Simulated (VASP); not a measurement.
Set up this calculation in VASP 6.6.1, as the native input.

```yaml
Task: single point
Functional: PBE
Potentials_or_basis: VASP PAW PBE potentials, release 64 (Dy_3, Ti_sv), 4f in core
Cutoff: 500 eV
k_mesh: 5 × 5 × 5
Occupations: gaussian, width 0.2 eV
Spin: no spin polarisation
Dipole_correction: no
Further_INCAR_settings: ALGO = Normal; EDIFF = 1e-06; NBANDS = 22
```

The structure of Dy2Ti lies in POSCAR:

```
Dy2Ti
1.0
    5.2284625819      0.0000000000      0.0000000000
    0.0000000000      5.2284625819      0.0000000000
    0.0000000000      0.0000000000      3.2437100666
Dy Ti
2 1
Direct
    0.5000000000      0.0000000000      0.5723491979
    0.0000000000      0.5000000000      0.4276508021
    0.0000000000      0.0000000000      0.0000000000
```

The cell was generated, and may not be a known phase.

One way to write it, as run:

INCAR

```
SYSTEM = Dy2Ti
ALGO = Normal
EDIFF = 1E-6
ENCUT = 500
GGA = PE
GGA_COMPAT = .FALSE.
ISIF = 2
ISMEAR = 0
LASPH = .TRUE.
LCHARG = .FALSE.
LMAXMIX = 6
LREAL = .FALSE.
LWAVE = .FALSE.
NBANDS = 22
NELM = 200
PREC = Accurate
SIGMA = 0.2
```

KPOINTS

```
k-points
0
G
  5 5 5
  0 0 0
```

Potentials or basis: VASP PAW PBE potentials, release 64 (Dy_3, Ti_sv), 4f in core.

The run is started by

```sh
$ cat potpaw_PBE.64/Dy_3/POTCAR potpaw_PBE.64/Ti_sv/POTCAR > POTCAR
$ mpirun -np 1 vasp_std > vasp.out
```

Results of the run:

| Item | Value |
| --- | --- |
| Pressure | -0.1 GPa |
| Largest force | 0.020 eV/Å |
| Band gap on the k mesh | zero (bands 15 and 16 overlap by 0.55 eV) |

Caveat: the k points lie up to 0.39 Å⁻¹ apart, too coarse for converged energies and pressures of a metal; spin-orbit coupling is left out, which moves the levels of the heavy elements; the 4f electrons are frozen in the core, so they carry no moment and show no levels.

Run time: 63 s on 1 thread of Intel Xeon 8259CL (shared host), peak memory 0.2 GiB.
